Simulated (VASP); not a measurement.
Runs of VASP 6.6.1 on Sb. The structure is that of space group I4/mmm (No. 139), or close to it. The cells are those of the table. 

| task | cell | gap on the mesh (eV) | pressure (GPa) |
| --- | --- | --- | --- |
| single point | a = 3.332 Å, angles 125.2, 125.2, 81.3°, 1 atom | none | 8.5 |
| electric field gradients | a = 3.201 Å, angles 125.2, 125.2, 81.3°, 1 atom | none | 24.7 |
| electric field gradients | a = 3.261, b = 3.261, c = 3.252 Å, angles 125.0, 125.0, 81.0°, 1 atom | none | (b) |
| electric field gradients | a = 3.213 Å, angles 125.2, 125.2, 81.3°, 1 atom | none | 22.9 |
| single point | a = 3.311 Å, angles 125.2, 125.2, 81.3°, 1 atom | none | (a) |

Alike in all rows: level PBEsol; potentials or basis VASP PAW PBE potentials, release 64 (Sb); no spin polarisation; k mesh 19 × 19 × 19; cutoff (eV) 520; smearing fermi-dirac 0.05 eV.

**Question.** Fill in the values left out.

**Answer.** (a) 10.5; (b) 15.4.

Caveats: the cell stands under pressure; the PAW data sets were made with another functional, which shifts forces and pressure a little; spin-orbit coupling is left out, which moves the levels of the heavy elements.

A k mesh can miss the band edges, and the runs leave out spin-orbit coupling on Sb.

A gap of «none» marks levels without a gap at the run's occupations.
